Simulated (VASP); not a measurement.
Crystal: TbHgB4.

```xyz
12
Lattice="-3.2737 -0.0076 0.0084 0.0140 -0.0611 -5.4465 -0.0188 -8.1363 -0.0906" Properties=species:S:1:pos:R:3 pbc="T T T"
Tb   -1.6987    0.0158   -2.6923
Tb   -1.6781   -4.1130   -2.7874
B    -3.2889   -6.1902   -1.9698
B    -3.2876   -2.0280   -1.7802
B    -1.6078   -6.1265   -4.6261
B    -1.6135   -2.1428   -4.5496
B    -1.6331   -5.9924   -0.9081
B    -1.5636   -2.0924   -0.9310
B    -3.2042   -6.1378   -3.7192
B    -3.2820   -2.0611   -3.6475
Hg   -3.3140   -0.1266   -5.4067
Hg   -3.2874   -4.1832   -5.4846
```

* Program: VASP 6.6.1
* Task: relaxation of cell and atoms
* Functional: PBE
* Potentials or basis: VASP PAW PBE potentials, release 64 (Tb_3, B, Hg), 4f in core
* Cutoff: 500 eV
* k mesh: 6 × 4 × 4
* Occupations: gaussian, width 0.2 eV
* Spin: no spin polarisation

At the start: pressure -2.2 GPa; volume 12.09 Å³/atom.

How do energy, volume and symmetry change on relaxing?

Over 23 steps the energy falls by 42.6 meV/atom and the volume is 11.84 Å³/atom (-2.1 %); space group P1 (No. 1, to 0.1 Å) before, P2/m (No. 10, to 0.1 Å).

The path:
```tsv
step	energy change (eV)	largest force (eV/Å)	pressure (GPa)	volume (Å³)
1	0.0000	1.4471	-2.18	145.05
2	-0.2884	0.7455	0.94	141.62
3	-0.3093	0.5403	2.25	140.43
4	-0.3535	0.2805	-1.15	143.19
5	-0.3546	0.2843	-0.70	142.81
6	-0.3673	0.1529	-0.08	142.19
7	-0.3693	0.1599	0.29	141.84
8	-0.3768	0.1463	0.04	142.04
9	-0.3823	0.2481	-0.44	142.44
10	-0.3862	0.2519	-0.40	142.39
11	-0.3975	0.2802	-0.25	142.22
12	-0.4136	0.3963	0.13	141.84
13	-0.4326	0.3488	0.10	141.83
14	-0.4625	0.3903	0.20	141.74
15	-0.4859	0.2665	-0.02	141.97
16	-0.4988	0.1627	-0.25	142.30
17	-0.5065	0.1065	0.20	141.94
18	-0.5073	0.0840	0.42	141.77
19	-0.5094	0.0567	-0.28	142.37
20	-0.5094	0.0573	-0.25	142.34
21	-0.5104	0.0314	-0.05	142.12
22	-0.5106	0.0297	0.06	142.01
23	-0.5108	0.0183	-0.01	142.07
```

Final structure:
```
Tb B Hg
1.0
    -3.26077    0.00000    0.00005
    -0.00020   -0.41285   -5.38484
    -0.00007   -8.13767   -0.60587
Tb B Hg
2 8 2
Direct
  0.50027 0.50036 0.99991
  0.50017 0.49921 0.49994
  0.00050 0.33068 0.76019
  0.00059 0.33079 0.26032
  0.50084 0.84130 0.73676
  0.49966 0.84127 0.23699
  0.50034 0.15892 0.76325
  0.50031 0.15904 0.26333
  0.00094 0.66941 0.73961
  0.00027 0.66964 0.23990
  0.99798 0.00049 0.00015
  0.99813 0.99889 0.49965
```
